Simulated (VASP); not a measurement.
# KI in VASP: a series of runs

KI is run at these levels: PBE; tasks: electric field gradients.

Program: VASP 6.6.1. These are calculated values, not measurements. Logs are shortened: lines on timing, memory, paths and dates and some standing lists are left out, and cuts for length are marked.

### Step 1. The cell of the first run

The structure is tetragonal, space group I4/mmm (No. 139). Conventional cell: a = 4.911 Å, b = 4.911 Å, c = 7.261 Å, α = 90.00°, β = 90.00°, γ = 90.00°. Within 4.6 Å of K (site symmetry 4/mmm) lie 6 I at 3.47 to 3.63 Å. I (site symmetry 4/mmm) has 6 K at 3.47 to 3.63 Å within 4.6 Å.

### Step 2. Electric field gradients, PBE (z stretched by +3 % at fixed volume)

INCAR

```
SYSTEM = KI
ALGO = Normal ; EDIFF = 1E-8
ENCUT = 520 ; GGA = PE
ISIF = 2 ; ISMEAR = -1
LASPH = .TRUE. ; LCHARG = .FALSE.
LEFG = .TRUE. ; LREAL = .FALSE.
LWAVE = .FALSE. ; NBANDS = 15
NELM = 80 ; PREC = Accurate
SIGMA = 0.02
```

KPOINTS

```
k-points
0
G
  6 6 6
  0 0 0
```

POSCAR

```
KI
1.0
    0.0000000000      3.4728423075      3.6302865000
    3.4728423075      0.0000000000      3.6302865000
    3.4728423075      3.4728423075      0.0000000000
K I
1 1
Direct
    0.0000000000      0.0000000000      0.0000000000
    0.5000000000      0.5000000000      0.5000000000
```

Potentials or basis: VASP PAW PBE potentials, release 64 (K_sv, I).

Started as:

```sh
$ cat potpaw_PBE.64/K_sv/POTCAR potpaw_PBE.64/I/POTCAR > POTCAR
$ mpirun -np 1 vasp_std > vasp.out
```

OUTCAR:

```text
SYSTEM = KI
   EDIFF = 1E-8
   ENCUT = 520
   GGA = PE
   ISIF = 2
   ISMEAR = -1
   LASPH = .TRUE.
   LREAL = .FALSE.
   NELM = 80
   PREC = Accurate

 ion  position               nearest neighbor table
   1  0.000  0.000  0.000-   2 3.47   2 3.47   2 3.47   2 3.47   2 3.63   2 3.63
   2  0.500  0.500  0.500-   1 3.47   1 3.47   1 3.47   1 3.47   1 3.63   1 3.63

  LATTYP: Found a body centered tetragonal cell.
 ALAT       =     4.9113406912
 C/A-ratio  =     1.4783281097

  Lattice vectors:

 A1 = (  -3.4728423075,   0.0000000000,   3.6302865000)
 A2 = (   3.4728423075,   0.0000000000,   3.6302865000)
 A3 = (   0.0000000000,   3.4728423075,  -3.6302865000)

Analysis of symmetry for initial positions (statically):
=====================================================================
 Subroutine PRICEL returns:
 Original cell was already a primitive cell.

 Routine SETGRP: Setting up the symmetry group for a
 body centered tetragonal supercell.

 Subroutine GETGRP returns: Found 16 space group operations
 (whereof 16 operations were pure point group operations)
 out of a pool of 16 trial point group operations.

The static configuration has the point symmetry D_4h.

Analysis of symmetry for dynamics (positions and initial velocities):
=====================================================================
 Subroutine PRICEL returns:
 Original cell was already a primitive cell.

 Routine SETGRP: Setting up the symmetry group for a
 body centered tetragonal supercell.

 Subroutine GETGRP returns: Found 16 space group operations
 (whereof 16 operations were pure point group operations)
 out of a pool of 16 trial point group operations.

The dynamic configuration has the point symmetry D_4h.

 Subroutine INISYM returns: Found 16 space group operations
 (whereof 16 operations are pure point group operations),
 and found     1 'primitive' translations

----------------------------------------------------------------------------------------

                                     Primitive cell

  volume of cell :      87.5671

  direct lattice vectors                    reciprocal lattice vectors
     0.000000000  3.472842308  3.630286500    -0.143974288  0.143974288  0.137730176
     3.472842308  0.000000000  3.630286500     0.143974288 -0.143974288  0.137730176
     3.472842308  3.472842308  0.000000000     0.143974288  0.143974288 -0.137730176

  length of vectors
     5.023904235  5.023904235  4.911340691     0.245818618  0.245818618  0.245818618

  position of ions in fractional coordinates (direct lattice)
     0.000000000  0.000000000  0.000000000
     0.500000000  0.500000000  0.500000000

  ion indices of the primitive-cell ions
   primitive index   ion index
                 1           1
                 2           2

----------------------------------------------------------------------------------------

 KPOINTS: k-points

Automatic generation of k-mesh.
 Grid dimensions read from file:
 generate k-points for:    6    6    6

 Generating k-lattice:

  Cartesian coordinates                     Fractional coordinates (reciprocal lattice)
    -0.023995715  0.023995715  0.022955029     0.166666667  0.000000000  0.000000000
     0.023995715 -0.023995715  0.022955029     0.000000000  0.166666667  0.000000000
     0.023995715  0.023995715 -0.022955029     0.000000000  0.000000000  0.166666667

  Length of vectors
     0.040969770  0.040969770  0.040969770

  Shift w.r.t. Gamma in fractional coordinates (k-lattice)
     0.000000000  0.000000000  0.000000000

 Subroutine IBZKPT returns following result:
 ===========================================

 Found     30 irreducible k-points:

 Following reciprocal coordinates:
            Coordinates               Weight
  0.000000  0.000000  0.000000      1.000000
  0.166667  0.000000  0.000000      8.000000
  0.333333 -0.000000  0.000000      8.000000
  0.500000  0.000000  0.000000      4.000000
  0.166667  0.166667  0.000000      2.000000
  0.333333  0.166667  0.000000      8.000000
[... 16 lines left out ...]
  0.333333  0.000000  0.333333      4.000000
  0.500000  0.000000  0.333333     16.000000
 [... further k-points ...]
   k-points           NKPTS =     30   k-points in BZ     NKDIM =     30   number of bands    NBANDS=     15
   number of dos      NEDOS =    301   number of ions     NIONS =      2
   total plane-waves  NPLWV =  64000
   dimension x,y,z NGX =    40 NGY =   40 NGZ =   40
   dimension x,y,z NGXF=    80 NGYF=   80 NGZF=   80
   ions per type =               1   1
   NGX,Y,Z   is equivalent  to a cutoff of  13.24, 13.24, 13.54 a.u.
   NGXF,Y,Z  is equivalent  to a cutoff of  26.47, 26.47, 27.08 a.u.
 SYSTEM =  KI
   PREC   = accura    normal or accurate (medium, high low for compatibility)
   ISTART =      0    job   : 0-new  1-cont  2-samecut
   ICHARG =      2    charge: 1-file 2-atom 10-const
   ISPIN  =      1    spin polarized calculation?
   LNONCOLLINEAR =      F non collinear calculations
   LSORBIT =      F    spin-orbit coupling
   LASPH  =      T    aspherical Exc in radial PAW
   ENCUT  =  520.0 eV  38.22 Ry    6.18 a.u.   9.34  9.34  9.13*2*pi/ulx,y,z
   NELM   =     80;   NELMIN=  2; NELMDL= -5     # of ELM steps
   EDIFF  = 0.1E-07   stopping-criterion for ELM
   LREAL  =      F    real-space projection
   EDIFFG = 0.1E-06   stopping-criterion for IOM
   NSW    =      0    number of steps for IOM
   IBRION =     -1    ionic relax: 0-MD 1-quasi-New 2-CG
   NFREE  =      0    steps in history (QN), initial steepest desc. (CG)
   ISIF   =      2    stress and relaxation
   ISYM   =      2    0-nonsym 1-usesym 2-fastsym
   POTIM  = 0.5000    time-step for ionic-motion
   TEBEG  =    0.0;   TEEND  =   0.0 temperature during run
   PSTRESS=    0.0 pullay stress
   NELECT =      16.0000    total number of electrons
   NUPDOWN=      -1.0000    fix difference up-down
   EMIN   =  10.00;   EMAX   =-10.00  energy-range for DOS
   EFERMI =   0.00;   METHOD = LEGACY
   ISMEAR =    -1;   SIGMA  =   0.02  broadening in eV -4-tet -1-fermi 0-gaus
   EFERMI_NEDOS =   21; number of points for ismear=-14 and -15
   IALGO  =     38    algorithm
   IMIX   =      4    mixing-type and parameters
     AMIX     =   0.40;   BMIX     =  1.00
     AMIX_MAG =   1.60;   BMIX_MAG =  1.00
  volume/ion in A,a.u.               =      43.78       295.47
  Fermi-wavevector in a.u.,A,eV,Ry     =   0.928969  1.755497 11.741598  0.862983
  Thomas-Fermi vector in A             =   2.055202
   LORBIT       =      0    0 simple, 1 ext, 2 COOP (PROOUT), +10 PAW based schemes
   GGA     = PE    functional components
   LHFCALC =     F    Hartree Fock is set to
   AEXX    =    0.0000 exact exchange contribution
   IVDW    =     0    specifies the selected vdW correction
   LEPSILON=     F    determine dielectric tensor
   LRPA    =     F    only Hartree local field effects (RPA)
 non-spin polarized calculation
  energy-cutoff  :      520.00
  volume of cell :       87.57
 maximum number of plane-waves:      2373
 NGX is ok and might be reduce to    40
   NGX = 19   NGY = 19   NGZ = 19

 number of electron      15.9999999 magnetization

 Free energy of the ion-electron system (eV)
  ---------------------------------------------------
  ext. energy  EPLUGINS =         0.00000000
  ---------------------------------------------------
  free energy    TOTEN  =        -5.54438645 eV

  energy without entropy =       -5.54438645  energy(sigma->0) =       -5.54438645

 E-fermi :   0.1191     XC(G=0):  -7.2023

 val. band max:       -0.3745123256   @ k =   0.0000   0.0000   0.0000
 cond. band min:       3.5969259079   @ k =   0.0000   0.0000   0.0000
 fundamental gap:      3.9714382335
 Fermi energy:         0.1191203001

 k-point     1 :       0.0000    0.0000    0.0000
  band No.  band energies     occupation
      1     -28.8648      2.00000
      2     -12.3547      2.00000
      3     -12.3544      2.00000
      4     -12.3544      2.00000
      5     -10.8940      2.00000
      6      -0.3874      2.00000
      7      -0.3745      2.00000
      8      -0.3745      2.00000
      9       3.5969      0.00000
     10       5.9417      0.00000
     11       6.2078      0.00000
     12       6.2078      0.00000
     13       6.7610      0.00000
     14       6.9220      0.00000
     15       9.4272      0.00000

 k-point     2 :       0.1667    0.0000    0.0000
  band No.  band energies     occupation
      1     -28.8642      2.00000
      2     -12.3985      2.00000
      3     -12.3560      2.00000
      4     -12.3543      2.00000
      5     -10.8169      2.00000
      6      -0.8027      2.00000
      7      -0.4778      2.00000
      8      -0.4657      2.00000
      9       4.2209      0.00000
     10       6.0227      0.00000
     11       6.3469      0.00000
     12       6.4936      0.00000
     13       7.0826      0.00000
     14       7.2506      0.00000
     15      10.3010      0.00000

 k-point     3 :       0.3333   -0.0000    0.0000
  band No.  band energies     occupation
      1     -28.8632      2.00000
      2     -12.4764      2.00000
      3     -12.3586      2.00000
      4     -12.3540      2.00000
      5     -10.6705      2.00000
      6      -1.4497      2.00000
      7      -0.6517      2.00000
      8      -0.6351      2.00000
      9       4.9773      0.00000
     10       6.6517      0.00000
     11       7.0302      0.00000
     12       7.2120      0.00000
     13       7.9493      0.00000
     14       8.0957      0.00000
     15       9.2857      0.00000
[... 343 lines left out ...]
 k-point    23 :       0.3333    0.0000    0.3333
  band No.  band energies     occupation
      1     -28.8625      2.00000
      2     -12.4239      2.00000
      3     -12.3723      2.00000
      4     -12.3673      2.00000
      5     -10.7217      2.00000
      6      -1.3426      2.00000
      7      -0.7126      2.00000
      8      -0.6717      2.00000
      9       4.8201      0.00000
     10       5.3358      0.00000
     11       7.4645      0.00000
     12       7.7601      0.00000
     13       8.3931      0.00000
     14       8.5248      0.00000
     15       9.7589      0.00000

 k-point    24 :       0.5000    0.0000    0.3333
  band No.  band energies     occupation
      1     -28.8620      2.00000
      2     -12.4221      2.00000
      3     -12.3807      2.00000
      4     -12.3700      2.00000
      5     -10.7046      2.00000
      6      -1.3527      2.00000
      7      -0.9147      2.00000
      8      -0.7572      2.00000
      9       4.9359      0.00000
     10       5.8593      0.00000
     11       7.3763      0.00000
     12       7.8562      0.00000
     13       8.5640      0.00000
     14       8.9403      0.00000
     15       9.5320      0.00000

 [... further k-points ...]

------------------------ aborting loop because EDIFF is reached ----------------------------------------

  FORCE on cell =-STRESS in cart. coord.  units (eV):
  Direction    XX          YY          ZZ          XY          YZ          ZX
  --------------------------------------------------------------------------------------
  -------------------------------------------------------------------------------------
  Total        0.6344497      0.6344497      0.0115024      0.0000000     -0.0000000      0.0000000
  in kB       11.6082498     11.6082498      0.2104552      0.0000000     -0.0000000      0.0000000
  external PRESSURE =       7.8089849 kB  Pullay stress =       0.0000000 kB

 VOLUME and BASIS-vectors are now :
 -----------------------------------------------------------------------------
  energy-cutoff  :      520.00
  volume of cell :       87.57
      direct lattice vectors                 reciprocal lattice vectors
     0.000000000  3.472842308  3.630286500    -0.143974288  0.143974288  0.137730176
     3.472842308  0.000000000  3.630286500     0.143974288 -0.143974288  0.137730176
     3.472842308  3.472842308  0.000000000     0.143974288  0.143974288 -0.137730176

 POSITION                                       TOTAL-FORCE (eV/Angst)
 -----------------------------------------------------------------------------------
      0.00000      0.00000      0.00000        -0.000000      0.000000      0.000000
      3.47284      3.47284      3.63029         0.000000     -0.000000     -0.000000
 -----------------------------------------------------------------------------------
    total drift:                                0.000000     -0.000000     -0.000000

  FREE ENERGIE OF THE ION-ELECTRON SYSTEM (eV)
  ---------------------------------------------------
  free  energy   TOTEN  =        -5.5443864540 eV

  energy  without entropy=       -5.5443864540  energy(sigma->0) =       -5.54438645

 Electric field gradients (V/A^2)
---------------------------------------------------------------------
 ion       V_xx      V_yy      V_zz      V_xy      V_xz      V_yz
---------------------------------------------------------------------
   1      -3.125    -3.125     6.249    -0.001    -0.000    -0.000
   2      -4.737    -4.737     9.474     0.000    -0.000    -0.000
---------------------------------------------------------------------

 Electric field gradients after diagonalization (V/A^2)
 (convention: |V_zz| > |V_xx| > |V_yy|)
----------------------------------------------------------------------
 ion       V_xx      V_yy      V_zz     asymmetry (V_yy - V_xx)/ V_zz
----------------------------------------------------------------------
   1      -3.125    -3.124     6.249       0.000
   2      -4.737    -4.737     9.474       0.000
----------------------------------------------------------------------

           NMR quadrupolar parameters

 Cq : quadrupolar parameter    Cq=e*Q*V_zz/h
 eta: asymmetry parameters     (V_yy - V_xx)/ V_zz
 Q  : nuclear electric quadrupole moment in mb (millibarn)
----------------------------------------------------------------------
 ion       Cq(MHz)       eta       Q (mb)
----------------------------------------------------------------------
   1       0.015       0.000       1.000
   2       0.023       0.000       1.000
----------------------------------------------------------------------
```

Wall time 93 s (1 thread of AMD EPYC 7R43 (Zen 3), shared host); peak memory 0.2 GiB.

Results:

```
Free energy            : -5.5444 eV
Pressure               : 0.8 GPa
Band gap on the k mesh : 3.97 eV, direct
```

Levels at points of the mesh, in eV from the valence-band top:
```tsv
k point	band 6	band 7	band 8	band 9	band 10	band 11
(0.00, 0.00, 0.00)	-0.01	0.00	0.00	3.97	6.32	6.58
(0.50, 0.00, 0.00)	-1.34	-0.36	-0.34	5.52	7.72	8.00
(0.50, 0.50, 0.00)	-1.04	-0.33	-0.33	4.94	5.78	8.03
(0.50, 0.00, 0.50)	-1.00	-0.42	-0.37	4.91	5.79	8.13
```

Electric field gradients, principal values (V/Å²):
```
atom   least  middle  greatest (by size)
 1 K  -3.124  -3.125               6.249
 2 I  -4.737  -4.737               9.474
```

Caveat: without QUAD_EFG the Cq values of the log hold for a quadrupole moment of 1 mb, not for the nuclei; spin-orbit coupling is left out, which moves the levels of the heavy elements.

(Continued in part 2 of 2.)
